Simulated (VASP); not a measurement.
# Tl (I4/mmm) in VASP: a series of runs

Tl is run at these levels: r2SCAN; tasks: single point.

Everything below comes from runs of VASP 6.6.1. Logs are shortened: lines on timing, memory, paths and dates and some standing lists are left out, and cuts for length are marked.

### 1 The cell of the first run

It takes space group I4/mmm (No. 139, tetragonal). The conventional cell has a = 3.979 Å, b = 3.979 Å, c = 3.882 Å, α = 90.00°, β = 90.00°, γ = 90.00°. Within 4.5 Å of Tl (site symmetry 4/mmm) lie 14 Tl at 3.42 to 3.98 Å.

### 2 Single point, r2SCAN (strain +0.0250 x Voigt [1, 1, 0, 0, 0, 0])

Input file POSCAR:

```
Tl
1.0
   -1.9895250000      1.9895250000      1.9410000000
    1.9895250000     -1.9895250000      1.9410000000
    1.9895250000      1.9895250000     -1.9410000000
Tl
1
Direct
    0.0000000000      0.0000000000      0.0000000000
```

Input file INCAR.step1:

```
SYSTEM = Tl
PREC = Accurate
ENCUT = 520
ISMEAR = 0
SIGMA = 0.15
LREAL = .FALSE.
LASPH = .TRUE.
NELM = 100
NBANDS = 12
GGA = PE
ALGO = Normal
EDIFF = 1E-4
LWAVE = .TRUE.
LCHARG = .FALSE.
```

Input file INCAR.step2:

```
SYSTEM = Tl
PREC = Accurate
ENCUT = 520
EDIFF = 1E-6
ISMEAR = 0
SIGMA = 0.15
LREAL = .FALSE.
LASPH = .TRUE.
NELM = 100
ALGO = Normal
ISIF = 2
LWAVE = .FALSE.
LCHARG = .FALSE.
METAGGA = R2SCAN
LMIXTAU = .TRUE.
NBANDS = 12
ISTART = 1
```

Input file KPOINTS:

```
Automatic mesh
0
G
  18 18 18
  0 0 0
```

Potentials or basis: VASP PAW PBE potentials, release 64 (Tl_d).

The run is started by

```bash
cat potpaw_PBE.64/Tl_d/POTCAR > POTCAR
cp INCAR.step1 INCAR
mpirun -np 1 vasp_std > vasp.out
cp INCAR.step2 INCAR
mpirun -np 1 vasp_std > vasp.out
```

OUTCAR:

```text
SYSTEM = Tl
   PREC = Accurate
   ENCUT = 520
   EDIFF = 1E-6
   ISMEAR = 0
   LREAL = .FALSE.
   LASPH = .TRUE.
   NELM = 100
   ISIF = 2
   METAGGA = R2SCAN
   ISTART = 1

 ion  position               nearest neighbor table
   1  0.000  0.000  0.000-

  LATTYP: Found a body centered tetragonal cell.
 ALAT       =     3.9790500000
 C/A-ratio  =     0.9756097561

  Lattice vectors:

 A1 = (  -1.9895250000,   1.9895250000,   1.9410000000)
 A2 = (   1.9895250000,  -1.9895250000,   1.9410000000)
 A3 = (   1.9895250000,   1.9895250000,  -1.9410000000)

Analysis of symmetry for initial positions (statically):
=====================================================================
 Subroutine PRICEL returns:
 Original cell was already a primitive cell.

 Routine SETGRP: Setting up the symmetry group for a
 body centered tetragonal supercell.

 Subroutine GETGRP returns: Found 16 space group operations
 (whereof 16 operations were pure point group operations)
 out of a pool of 16 trial point group operations.

The static configuration has the point symmetry D_4h.

Analysis of symmetry for dynamics (positions and initial velocities):
=====================================================================
 Subroutine PRICEL returns:
 Original cell was already a primitive cell.

 Routine SETGRP: Setting up the symmetry group for a
 body centered tetragonal supercell.

 Subroutine GETGRP returns: Found 16 space group operations
 (whereof 16 operations were pure point group operations)
 out of a pool of 16 trial point group operations.

The dynamic configuration has the point symmetry D_4h.

 Subroutine INISYM returns: Found 16 space group operations
 (whereof 16 operations are pure point group operations),
 and found     1 'primitive' translations

----------------------------------------------------------------------------------------

                                     Primitive cell

  volume of cell :      30.7315

  direct lattice vectors                    reciprocal lattice vectors
    -1.989525000  1.989525000  1.941000000     0.000000000  0.251316269  0.257599176
     1.989525000 -1.989525000  1.941000000     0.251316269  0.000000000  0.257599176
     1.989525000  1.989525000 -1.941000000     0.251316269  0.251316269  0.000000000

  length of vectors
     3.418172092  3.418172092  3.418172092     0.359884985  0.359884985  0.355414876

  position of ions in fractional coordinates (direct lattice)
     0.000000000  0.000000000  0.000000000

  ion indices of the primitive-cell ions
   primitive index   ion index
[... 83 lines left out ...]
   PSTRESS=    0.0 pullay stress
   NELECT =      13.0000    total number of electrons
   NUPDOWN=      -1.0000    fix difference up-down
   EMIN   =  10.00;   EMAX   =-10.00  energy-range for DOS
   EFERMI =   0.00;   METHOD = LEGACY
   ISMEAR =     0;   SIGMA  =   0.15  broadening in eV -4-tet -1-fermi 0-gaus
   EFERMI_NEDOS =   21; number of points for ismear=-14 and -15
   IALGO  =     38    algorithm
   IMIX   =      4    mixing-type and parameters
     AMIX     =   0.40;   BMIX     =  1.00
     AMIX_MAG =   1.60;   BMIX_MAG =  1.00
  volume/ion in A,a.u.               =      30.73       207.39
  Fermi-wavevector in a.u.,A,eV,Ry     =   1.228932  2.322345 20.548522  1.510274
  Thomas-Fermi vector in A             =   2.363839
   LORBIT       =      0    0 simple, 1 ext, 2 COOP (PROOUT), +10 PAW based schemes
   METAGGA = R2SCAN    functional components
   LHFCALC =     F    Hartree Fock is set to
   AEXX    =    0.0000 exact exchange contribution
   IVDW    =     0    specifies the selected vdW correction
   LEPSILON=     F    determine dielectric tensor
   LRPA    =     F    only Hartree local field effects (RPA)
 non-spin polarized calculation
 Gauss-broadening in eV      SIGMA  =   0.15
  energy-cutoff  :      520.00
  volume of cell :       30.73
 maximum number of plane-waves:       847
 NGX is ok and might be reduce to    28
   NGX = 13   NGY = 13   NGZ = 13

 number of electron      13.0000002 magnetization

 Free energy of the ion-electron system (eV)
  ---------------------------------------------------
  ext. energy  EPLUGINS =         0.00000000
  ---------------------------------------------------
  free energy    TOTEN  =       -53.17504254 eV

  energy without entropy =      -53.17081071  energy(sigma->0) =      -53.17292663

 E-fermi :   5.8644     XC(G=0): -10.4271

 val. band max:        5.8337210669   @ k =  -0.3889  -0.3889   0.2222
 cond. band min:       5.8749267841   @ k =  -0.1667   0.3889   0.1667
 fundamental gap:      0.0412057173
 Fermi energy:         5.8643753369

 k-point     1 :       0.0000    0.0000    0.0000
  band No.  band energies     occupation
      1      -6.3580      2.00000
      2      -6.3296      2.00000
      3      -6.3296      2.00000
      4      -5.9782      2.00000
      5      -5.9503      2.00000
      6      -4.1548      2.00000
      7      16.0905      0.00000
      8      16.0905      0.00000
      9      16.3109      0.00000
     10      18.6055      0.00000
     11      18.6055      0.00000
     12      18.8830      0.00000
[... 331 lines left out ...]
 k-point    24 :      -0.2222    0.0556    0.0000
  band No.  band energies     occupation
      1      -6.3911      2.00000
      2      -6.3166      2.00000
      3      -6.1405      2.00000
      4      -6.0093      2.00000
      5      -5.9666      2.00000
      6      -3.2541      2.00000
      7      11.0611      0.00000
      8      13.5475      0.00000
      9      14.5870      0.00000
     10      17.2405      0.00000
     11      18.2851      0.00000
     12      19.1134      0.00000

 [... further k-points ...]

------------------------ aborting loop because EDIFF is reached ----------------------------------------

  FORCE on cell =-STRESS in cart. coord.  units (eV):
  Direction    XX          YY          ZZ          XY          YZ          ZX
  --------------------------------------------------------------------------------------
  -------------------------------------------------------------------------------------
  Total       -0.1504850     -0.1504850     -0.1245675      0.0000000      0.0000000      0.0000000
  in kB       -7.8454816     -7.8454816     -6.4942799      0.0000000      0.0000000      0.0000000
  external PRESSURE =      -7.3950810 kB  Pullay stress =       0.0000000 kB

 VOLUME and BASIS-vectors are now :
 -----------------------------------------------------------------------------
  energy-cutoff  :      520.00
  volume of cell :       30.73
      direct lattice vectors                 reciprocal lattice vectors
    -1.989525000  1.989525000  1.941000000     0.000000000  0.251316269  0.257599176
     1.989525000 -1.989525000  1.941000000     0.251316269  0.000000000  0.257599176
     1.989525000  1.989525000 -1.941000000     0.251316269  0.251316269  0.000000000

 POSITION                                       TOTAL-FORCE (eV/Angst)
 -----------------------------------------------------------------------------------
      0.00000      0.00000      0.00000         0.000000     -0.000000      0.000000
 -----------------------------------------------------------------------------------
    total drift:                               -0.000000     -0.000000     -0.000000

  FREE ENERGIE OF THE ION-ELECTRON SYSTEM (eV)
  ---------------------------------------------------
  free  energy   TOTEN  =       -53.1750425389 eV

  energy  without entropy=      -53.1708107129  energy(sigma->0) =      -53.17292663
```

OUTCAR.step1:

```text
SYSTEM = Tl
   PREC = Accurate
   ENCUT = 520
   ISMEAR = 0
   LREAL = .FALSE.
   LASPH = .TRUE.
   NELM = 100
[... 578 lines left out ...]
 -----------------------------------------------------------------------------------
      0.00000      0.00000      0.00000        -0.000000      0.000000      0.000000
 -----------------------------------------------------------------------------------
    total drift:                               -0.000000     -0.000000     -0.000000

  FREE ENERGIE OF THE ION-ELECTRON SYSTEM (eV)
  ---------------------------------------------------
  free  energy   TOTEN  =        -2.2232006400 eV

  energy  without entropy=       -2.2187886682  energy(sigma->0) =       -2.22099465
```

OSZICAR.step1:

```text
N       E                     dE             d eps       ncg     rms          rms(c)
DAV:   1     0.501247889774E+02    0.50125E+02   -0.66480E+03 12272   0.931E+02
DAV:   2    -0.165186874407E+01   -0.51777E+02   -0.50826E+02 13028   0.210E+02
DAV:   3    -0.224305583661E+01   -0.59119E+00   -0.59074E+00 13600   0.203E+01
DAV:   4    -0.224582653115E+01   -0.27707E-02   -0.27706E-02 12944   0.161E+00
DAV:   5    -0.224586142316E+01   -0.34892E-04   -0.34891E-04 13316   0.175E-01    0.175E+00
DAV:   6    -0.222660328323E+01    0.19258E-01   -0.31296E-02 12388   0.163E+00    0.126E+00
DAV:   7    -0.222334510961E+01    0.32582E-02   -0.10336E-02 12968   0.926E-01    0.550E-01
DAV:   8    -0.222319694286E+01    0.14817E-03   -0.40750E-04 12724   0.191E-01    0.298E-02
DAV:   9    -0.222320063997E+01   -0.36971E-05   -0.39480E-06  6424   0.201E-02
   1 F= -.22232006E+01 E0= -.22209947E+01  d E =-.441197E-02
```

It took 10 min on 1 thread of Intel Xeon Platinum 8259CL at 2.50GHz (Skylake/Cascade Lake), shared host; peak memory 0.3 GiB.

Results:

| Item | Value |
| --- | --- |
| Free energy | -53.1750 eV |
| Pressure | -0.7 GPa |

Stress tensor (GPa, compression positive):
```
-0.78  0.00  0.00
 0.00 -0.78  0.00
 0.00  0.00 -0.65
```

Levels at points of the mesh, in eV from the Fermi level:
```csv
k point,band 2,band 3,band 4,band 5,band 6,band 7,band 8,band 9,band 10,band 11
"(0.00, 0.00, 0.00)",-12.19,-12.19,-11.84,-11.81,-10.02,10.23,10.23,10.45,12.74,12.74
"(0.50, 0.00, 0.00)",-12.31,-11.85,-11.82,-11.58,-5.33,-2.52,5.52,7.04,9.93,11.17
"(0.50, 0.50, 0.00)",-12.31,-11.87,-11.84,-11.58,-5.47,-2.60,5.84,7.46,10.34,11.54
"(0.50, 0.50, 0.50)",-12.36,-11.64,-11.64,-11.63,-2.20,1.28,1.28,1.74,6.53,6.82
```

Caveat: the cell differs from its parent crystal (strain +0.0250 x Voigt [1, 1, 0, 0, 0, 0]); the PAW data sets were made with another functional, which shifts forces and pressure a little; spin-orbit coupling is left out, which moves the levels of the heavy elements.

(Part 1 of 2 ends here.)
